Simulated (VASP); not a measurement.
# Ta3Si (P4_2/n) in VASP: single point with PBEsol

Aim: the single point of Ta3Si with PBEsol.

All numbers are computed with VASP 6.6.1; they aren't measurements. Logs are shortened: lines on timing, memory, paths and dates and some standing lists are left out, and cuts for length are marked.

## (1) The cell of the first run

It takes space group P4_2/n (No. 86, tetragonal). Conventional cell: a = 10.125 Å, b = 10.125 Å, c = 5.160 Å, α = 90.00°, β = 90.00°, γ = 90.00°. Ta (site symmetry 1) has 4 Si at 2.56 to 2.68 Å and 11 Ta at 2.86 to 3.58 Å within 3.6 Å. Within 3.4 Å of Ta (site symmetry 1) lie 2 Si at 2.58 to 2.63 Å and 12 Ta at 2.66 to 3.19 Å. Within 3.4 Å of Ta (site symmetry 1) lie 3 Si at 2.56 to 2.82 Å and 10 Ta at 2.85 to 3.19 Å. Si (site symmetry 1) has 9 Ta at 2.56 to 2.82 Å within 3.4 Å.

## (2) Single point, PBEsol

INCAR

```
SYSTEM = Ta3Si
PREC = Accurate ; ENCUT = 520
EDIFF = 1E-6 ; ISMEAR = 0
SIGMA = 0.1 ; LREAL = Auto
LASPH = .TRUE. ; NELM = 100
ALGO = Fast ; ISIF = 2
LWAVE = .FALSE. ; LCHARG = .TRUE.
GGA = PS ; LELF = .TRUE.
LVHAR = .TRUE. ; NBANDS = 170
LUSENCCL = .FALSE.
```

KPOINTS

```
regular mesh
0
G
  4 4 8
  0 0 0
```

POSCAR

```
Ta3Si
1.0
   10.1247243230      0.0000000000      0.0000000000
    0.0000000000     10.1247243230      0.0000000000
    0.0000000000      0.0000000000      5.1598348213
Ta Si
24 8
Direct
    0.6463699907      0.5177955066      0.2747154018
    0.0856282235      0.4001620143      0.0305773128
    0.8122063991      0.7133618633      0.5133750273
    0.5856282235      0.9001620143      0.4694226872
    0.0177955066      0.8536300093      0.7747154018
    0.1463699907      0.0177955066      0.2252845982
    0.6877936009      0.7866381367      0.9866249727
    0.1877936009      0.2866381367      0.5133750273
    0.2133618633      0.6877936009      0.0133750273
    0.9001620143      0.4143717765      0.5305773128
    0.2866381367      0.8122063991      0.4866249727
    0.5177955066      0.3536300093      0.7252845982
    0.4822044934      0.6463699907      0.7252845982
    0.9822044934      0.1463699907      0.7747154018
    0.3122063991      0.2133618633      0.9866249727
    0.4001620143      0.9143717765      0.9694226872
    0.7866381367      0.3122063991      0.0133750273
    0.9143717765      0.5998379857      0.0305773128
    0.5998379857      0.0856282235      0.9694226872
    0.4143717765      0.0998379857      0.4694226872
    0.8536300093      0.9822044934      0.2252845982
    0.7133618633      0.1877936009      0.4866249727
    0.3536300093      0.4822044934      0.2747154018
    0.0998379857      0.5856282235      0.5305773128
    0.7949676618      0.9703915900      0.7194514946
    0.9703915900      0.2050323382      0.2805485054
    0.0296084100      0.7949676618      0.2805485054
    0.2949676618      0.4703915900      0.7805485054
    0.5296084100      0.2949676618      0.2194514946
    0.2050323382      0.0296084100      0.7194514946
    0.4703915900      0.7050323382      0.2194514946
    0.7050323382      0.5296084100      0.7805485054
```

Potentials or basis: VASP PAW PBE potentials, release 64 (Ta_pv, Si).

Started as:

```
> cat potpaw_PBE.64/Ta_pv/POTCAR potpaw_PBE.64/Si/POTCAR > POTCAR
> mpirun -np 1 vasp_std > vasp.out
```

OUTCAR:

```text
SYSTEM = Ta3Si
   PREC = Accurate
   ENCUT = 520
   EDIFF = 1E-6
   ISMEAR = 0
   LREAL = Auto
   LASPH = .TRUE.
   NELM = 100
   ISIF = 2
   GGA = PS

 ion  position               nearest neighbor table
   1  0.646  0.518  0.275-  29 2.56  31 2.62  32 2.62  32 2.68  17 2.86   3 2.87  23 2.99  10 3.07
                            18 3.10   7 3.13  12 3.14  13 3.14  12 3.53  13 3.53  22 3.58
   2  0.086  0.400  0.031-  28 2.58  26 2.63  18 2.66   8 2.93  15 2.98  14 3.07   8 3.08  23 3.10
                            17 3.16   9 3.19  24 3.19  10 3.19  10 3.19  24 3.19
   3  0.812  0.713  0.513-  32 2.56  27 2.64  25 2.82   7 2.85   5 2.86   1 2.87  18 2.93   4 2.98
                            18 3.08   7 3.09  21 3.13  10 3.16  24 3.19  13 3.58
   4  0.586  0.900  0.469-  25 2.58  31 2.63  20 2.66   7 2.93   3 2.98  13 3.07   7 3.08  21 3.10
                            11 3.16  22 3.19  19 3.19  16 3.19  16 3.19  19 3.19
   5  0.018  0.854  0.775-  25 2.56  30 2.62  27 2.62  27 2.68   3 2.86   9 2.87  14 2.99  18 3.07
                            24 3.10  11 3.13   6 3.14  21 3.14   6 3.53  21 3.53   7 3.58
   6  0.146  0.018  0.225-  27 2.56  26 2.62  30 2.62  30 2.68  11 2.86  15 2.87  21 2.99  16 3.07
                            20 3.10   8 3.13   5 3.14  14 3.14   5 3.53  14 3.53   9 3.58
   7  0.688  0.787  0.987-  25 2.56  31 2.64  32 2.82   3 2.85  13 2.86  21 2.87   4 2.93  18 2.98
                             4 3.08   3 3.09   1 3.13  19 3.16  16 3.19   5 3.58
   8  0.188  0.287  0.513-  28 2.56  26 2.64  30 2.82  15 2.85  14 2.86  23 2.87   2 2.93  20 2.98
                             2 3.08  15 3.09   6 3.13  24 3.16  10 3.19  12 3.58
   9  0.213  0.688  0.013-  27 2.56  28 2.64  31 2.82  11 2.85  23 2.86   5 2.87  24 2.93  16 2.98
[... 33 lines left out ...]
  26  0.970  0.205  0.281-  17 2.56  21 2.56  10 2.58   6 2.62  14 2.62   2 2.63   8 2.64  14 2.68
                            22 2.82
  27  0.030  0.795  0.281-   9 2.56   6 2.56  24 2.58  21 2.62   5 2.62  18 2.63   3 2.64   5 2.68
                            11 2.82
  28  0.295  0.470  0.781-   8 2.56  12 2.56   2 2.58  13 2.62  23 2.62  24 2.63   9 2.64  23 2.68
                            15 2.82
  29  0.530  0.295  0.219-  22 2.56   1 2.56  19 2.58  23 2.62  12 2.62  20 2.63  15 2.64  12 2.68
                            17 2.82
  30  0.205  0.030  0.719-  15 2.56  14 2.56  20 2.58   5 2.62   6 2.62  16 2.63  11 2.64   6 2.68
                             8 2.82
  31  0.470  0.705  0.219-  11 2.56  23 2.56  16 2.58   1 2.62  13 2.62   4 2.63   7 2.64  13 2.68
                             9 2.82
  32  0.705  0.530  0.781-   3 2.56  13 2.56  18 2.58  12 2.62   1 2.62  10 2.63  17 2.64   1 2.68
                             7 2.82

  LATTYP: Found a simple tetragonal cell.
 ALAT       =    10.1247243230
 C/A-ratio  =     0.5096271915

  Lattice vectors:

 A1 = (  10.1247243230,   0.0000000000,   0.0000000000)
 A2 = (   0.0000000000,  10.1247243230,   0.0000000000)
 A3 = (   0.0000000000,   0.0000000000,   5.1598348213)

Analysis of symmetry for initial positions (statically):
=====================================================================
 Subroutine PRICEL returns:
 Original cell was already a primitive cell.

 Routine SETGRP: Setting up the symmetry group for a
 simple tetragonal supercell.

 Subroutine GETGRP returns: Found  8 space group operations
 (whereof  4 operations were pure point group operations)
 out of a pool of 16 trial point group operations.

The static configuration has the point symmetry S_4 .
 The point group associated with its full space group is C_4h.

Analysis of symmetry for dynamics (positions and initial velocities):
=====================================================================
 Subroutine PRICEL returns:
 Original cell was already a primitive cell.

 Routine SETGRP: Setting up the symmetry group for a
 simple tetragonal supercell.

 Subroutine GETGRP returns: Found  8 space group operations
 (whereof  4 operations were pure point group operations)
 out of a pool of 16 trial point group operations.

The dynamic configuration has the point symmetry S_4 .
 The point group associated with its full space group is C_4h.

 Subroutine INISYM returns: Found  8 space group operations
 (whereof  4 operations are pure point group operations),
 and found     1 'primitive' translations

----------------------------------------------------------------------------------------

                                     Primitive cell

  volume of cell :     528.9349

  direct lattice vectors                    reciprocal lattice vectors
    10.124724323  0.000000000  0.000000000     0.098768121  0.000000000  0.000000000
     0.000000000 10.124724323  0.000000000     0.000000000  0.098768121  0.000000000
     0.000000000  0.000000000  5.159834821     0.000000000  0.000000000  0.193804654

  length of vectors
[... 88 lines left out ...]

  Shift w.r.t. Gamma in fractional coordinates (k-lattice)
     0.000000000  0.000000000  0.000000000

 Subroutine IBZKPT returns following result:
 ===========================================

 Found     30 irreducible k-points:

 Following reciprocal coordinates:
            Coordinates               Weight
  0.000000  0.000000  0.000000      1.000000
  0.250000  0.000000  0.000000      4.000000
  0.500000  0.000000  0.000000      2.000000
  0.250000  0.250000  0.000000      4.000000
  0.500000  0.250000  0.000000      4.000000
  0.500000  0.500000  0.000000      1.000000
[... 16 lines left out ...]
  0.500000  0.250000  0.375000      8.000000
  0.500000  0.500000  0.375000      2.000000
 [... further k-points ...]
   k-points           NKPTS =     30   k-points in BZ     NKDIM =     30   number of bands    NBANDS=    170
   number of dos      NEDOS =    301   number of ions     NIONS =     32
   total plane-waves  NPLWV = 256000
   dimension x,y,z NGX =    80 NGY =   80 NGZ =   40
   dimension x,y,z NGXF=   160 NGYF=  160 NGZF=   80
   ions per type =              24   8
   NGX,Y,Z   is equivalent  to a cutoff of  13.14, 13.14, 12.89 a.u.
   NGXF,Y,Z  is equivalent  to a cutoff of  26.27, 26.27, 25.78 a.u.
 SYSTEM =  Ta3Si
   PREC   = accura    normal or accurate (medium, high low for compatibility)
   ISTART =      0    job   : 0-new  1-cont  2-samecut
   ICHARG =      2    charge: 1-file 2-atom 10-const
   ISPIN  =      1    spin polarized calculation?
   LNONCOLLINEAR =      F non collinear calculations
   LSORBIT =      F    spin-orbit coupling
   LASPH  =      T    aspherical Exc in radial PAW
   ENCUT  =  520.0 eV  38.22 Ry    6.18 a.u.  18.83 18.83  9.59*2*pi/ulx,y,z
   NELM   =    100;   NELMIN=  2; NELMDL= -5     # of ELM steps
   EDIFF  = 0.1E-05   stopping-criterion for ELM
   LREAL  =      T    real-space projection
   EDIFFG = 0.1E-04   stopping-criterion for IOM
   NSW    =      0    number of steps for IOM
   IBRION =     -1    ionic relax: 0-MD 1-quasi-New 2-CG
   NFREE  =      0    steps in history (QN), initial steepest desc. (CG)
   ISIF   =      2    stress and relaxation
   ISYM   =      2    0-nonsym 1-usesym 2-fastsym
   POTIM  = 0.5000    time-step for ionic-motion
   TEBEG  =    0.0;   TEEND  =   0.0 temperature during run
   PSTRESS=    0.0 pullay stress
   NELECT =     296.0000    total number of electrons
   NUPDOWN=      -1.0000    fix difference up-down
   EMIN   =  10.00;   EMAX   =-10.00  energy-range for DOS
   EFERMI =   0.00;   METHOD = LEGACY
   ISMEAR =     0;   SIGMA  =   0.10  broadening in eV -4-tet -1-fermi 0-gaus
   EFERMI_NEDOS =   21; number of points for ismear=-14 and -15
   IALGO  =     68    algorithm
   IMIX   =      4    mixing-type and parameters
     AMIX     =   0.40;   BMIX     =  1.00
     AMIX_MAG =   1.60;   BMIX_MAG =  1.00
  volume/ion in A,a.u.               =      16.53       111.54
  Fermi-wavevector in a.u.,A,eV,Ry     =   1.349081  2.549393 24.762866  1.820019
  Thomas-Fermi vector in A             =   2.476697
   LORBIT       =      0    0 simple, 1 ext, 2 COOP (PROOUT), +10 PAW based schemes
   GGA     = PS    functional components
   LHFCALC =     F    Hartree Fock is set to
   AEXX    =    0.0000 exact exchange contribution
   IVDW    =     0    specifies the selected vdW correction
   LEPSILON=     F    determine dielectric tensor
   LRPA    =     F    only Hartree local field effects (RPA)
 non-spin polarized calculation
 RMM-DIIS sequential band-by-band and
 Gauss-broadening in eV      SIGMA  =   0.10
  energy-cutoff  :      520.00
  volume of cell :      528.93
 maximum number of plane-waves:     14324
 NGX is ok and might be reduce to    80
   NGX = 37   NGY = 37   NGZ = 19

 number of electron     296.0000007 magnetization

 Free energy of the ion-electron system (eV)
  ---------------------------------------------------
  ext. energy  EPLUGINS =         0.00000000
  ---------------------------------------------------
  free energy    TOTEN  =      -362.17848202 eV

  energy without entropy =     -362.09175365  energy(sigma->0) =     -362.13511783

 E-fermi :   6.7339     XC(G=0): -12.5788

 val. band max:        6.7336562260   @ k =   0.5000   0.5000   0.2500
 cond. band min:       6.7344997947   @ k =   0.0000   0.0000   0.1250
 fundamental gap:      0.0008435688
 Fermi energy:         6.7338890705

 k-point     1 :       0.0000    0.0000    0.0000
  band No.  band energies     occupation
      1     -27.6984      2.00000
      2     -27.6940      2.00000
      3     -27.6472      2.00000
      4     -27.6447      2.00000
      5     -27.6403      2.00000
      6     -27.6317      2.00000
[... 3901 lines left out ...]
    159       8.0994      0.00000
    160       8.1554      0.00000

 [... further k-points ...]

 [bands above 160 left out]

------------------------ aborting loop because EDIFF is reached ----------------------------------------

  FORCE on cell =-STRESS in cart. coord.  units (eV):
  Direction    XX          YY          ZZ          XY          YZ          ZX
  --------------------------------------------------------------------------------------
  -------------------------------------------------------------------------------------
  Total        0.7511297      0.7511297      0.7683382      0.0000019      0.0000000      0.0000000
  in kB        2.2752195      2.2752195      2.3273451      0.0000058      0.0000000      0.0000000
  external PRESSURE =       2.2925947 kB  Pullay stress =       0.0000000 kB

 VOLUME and BASIS-vectors are now :
 -----------------------------------------------------------------------------
  energy-cutoff  :      520.00
  volume of cell :      528.93
      direct lattice vectors                 reciprocal lattice vectors
    10.124724323  0.000000000  0.000000000     0.098768121  0.000000000  0.000000000
     0.000000000 10.124724323  0.000000000     0.000000000  0.098768121  0.000000000
     0.000000000  0.000000000  5.159834821     0.000000000  0.000000000  0.193804654

 POSITION                                       TOTAL-FORCE (eV/Angst)
 -----------------------------------------------------------------------------------
      6.54432      5.24254      1.41749         0.006705      0.003732      0.004108
      0.86696      4.05153      0.15777        -0.003236      0.000763      0.001713
      8.22337      7.22259      2.64893         0.000413      0.001227     -0.006546
      5.92932      9.11389      2.42214        -0.003236      0.000763     -0.001713
      0.18017      8.64277      3.99740         0.003732     -0.006705      0.004108
      1.48196      0.18017      1.16243         0.006705      0.003732     -0.004108
[... 24 lines left out ...]
      4.76259      7.13826      1.13233         0.003784      0.000097      0.001397
      7.13826      5.36214      4.02750         0.000097     -0.003784     -0.001397
 -----------------------------------------------------------------------------------
    total drift:                               -0.000000      0.000000      0.000000

  FREE ENERGIE OF THE ION-ELECTRON SYSTEM (eV)
  ---------------------------------------------------
  free  energy   TOTEN  =      -362.1784820154 eV

  energy  without entropy=     -362.0917536512  energy(sigma->0) =     -362.13511783
```

Run time: 8.9 min. Hardware: 1 × NVIDIA H100 80GB with 1 thread of AMD EPYC 7R13 (Zen 3), shared host; peak memory 2.6 GiB.

What came out:

| Property | Result |
| --- | --- |
| Free energy | -362.1785 eV |
| Pressure | 0.2 GPa |
| Largest force | 0.009 eV/Å |
| Band gap on the k mesh | zero (bands 148 and 149 overlap by 0.23 eV) |

Forces on the atoms (eV/Å):
```
Ta   0.007  0.004  0.004
Ta  -0.003  0.001  0.002
Ta   0.000  0.001 -0.007
Ta  -0.003  0.001 -0.002
Ta   0.004 -0.007  0.004
Ta   0.007  0.004 -0.004
Ta   0.000 -0.001  0.007
Ta   0.000 -0.001 -0.007
Ta   0.001  0.000 -0.007
Ta   0.001  0.003  0.002
Ta  -0.001  0.000  0.007
Ta   0.004 -0.007 -0.004
Ta  -0.004  0.007 -0.004
Ta  -0.004  0.007  0.004
Ta   0.000  0.001  0.007
Ta   0.001  0.003 -0.002
Ta  -0.001  0.000 -0.007
Ta   0.003 -0.001  0.002
Ta  -0.001 -0.003 -0.002
Ta   0.003 -0.001 -0.002
Ta  -0.007 -0.004 -0.004
Ta   0.001  0.000  0.007
Ta  -0.007 -0.004  0.004
Ta  -0.001 -0.003  0.002
Si   0.000  0.004  0.001
Si   0.004  0.000 -0.001
Si  -0.004  0.000 -0.001
Si   0.000  0.004 -0.001
Si  -0.004  0.000  0.001
Si   0.000 -0.004  0.001
Si   0.004  0.000  0.001
Si   0.000 -0.004 -0.001
```

Levels at points of the mesh, in eV from the Fermi level:
| k point | band 145 | band 146 | band 147 | band 148 | band 149 | band 150 | band 151 | band 152 |
| --- | --- | --- | --- | --- | --- | --- | --- | --- |
| (0.00, 0.00, 0.00) | -0.26 | -0.21 | 0.03 | 0.13 | 0.19 | 0.19 | 0.28 | 0.47 |
| (0.50, 0.00, 0.00) | -0.33 | -0.33 | -0.07 | -0.07 | 0.06 | 0.06 | 0.40 | 0.40 |
| (0.50, 0.50, 0.00) | -0.40 | -0.40 | -0.30 | -0.30 | 0.17 | 0.17 | 0.58 | 0.58 |
| (0.00, 0.00, 0.50) | -0.28 | -0.28 | 0.12 | 0.12 | 0.31 | 0.31 | 0.47 | 0.47 |
| (0.50, 0.00, 0.50) | -0.37 | -0.37 | -0.31 | -0.31 | 0.11 | 0.11 | 0.45 | 0.45 |
| (0.50, 0.50, 0.50) | -0.47 | -0.14 | -0.01 | -0.01 | 0.09 | 0.22 | 0.34 | 0.34 |

Caveat: the PAW data sets were made with another functional, which shifts forces and pressure a little; spin-orbit coupling is left out, which moves the levels of the heavy elements.
